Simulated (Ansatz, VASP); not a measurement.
Two plane-wave programs on SnO2

```xyz
12
Lattice="-5.2942 5.2942 1.5885 5.2942 -5.2942 1.5885 5.2942 5.2942 -1.5885" Properties=species:S:1:pos:R:3 pbc="T T T"
Sn    1.7626    3.7048    0.0000
Sn   -1.5894    3.5316    1.5885
Sn    6.8835    1.7626    0.0000
Sn    3.5316    1.5894    1.5885
O     4.8545    1.6906    0.0000
O     1.6906    5.7339    0.0000
O     3.6036   -0.4397    1.5885
O     0.4397    3.6036    1.5885
O     3.0800    3.6393    1.5885
O     3.6393   -3.0800    1.5885
O     2.2142    1.6549    0.0000
O     1.6549    8.3742    0.0000
```

Alike in both runs: functional LDA; k mesh 6 × 6 × 6; occupations gaussian, width 0.1 eV; no spin polarisation.

Ansatz relaxed the structure, and its values are those at the end. VASP's run is a single point on that final structure, the one shown.

```csv
,VASP,Ansatz
version,VASP 6.6.1,Ansatz 0.2.0
potentials or method,"VASP PAW LDA potentials, release 64 (Sn_d, O), cutoff 600 eV","scalar-relativistic, plane waves, PAW"
valence electrons in the cell,104,104
```

Ansatz gave:

- gap on the k mesh at the Fermi level (eV): 2.03
- least direct gap on the mesh (eV): 2.23
- pressure (GPa): -0.3
- rms of the force components (eV/Å): 0.017

Q: What did VASP give for the same quantities?

A: gap on the k mesh at the Fermi level (eV): 2.04; least direct gap on the mesh (eV): 2.25; pressure (GPa): 0.4; rms of the force components (eV/Å): 0.030.

LDA's correlation is that of Perdew and Zunger in VASP and of Perdew and Wang (1992) in Ansatz.
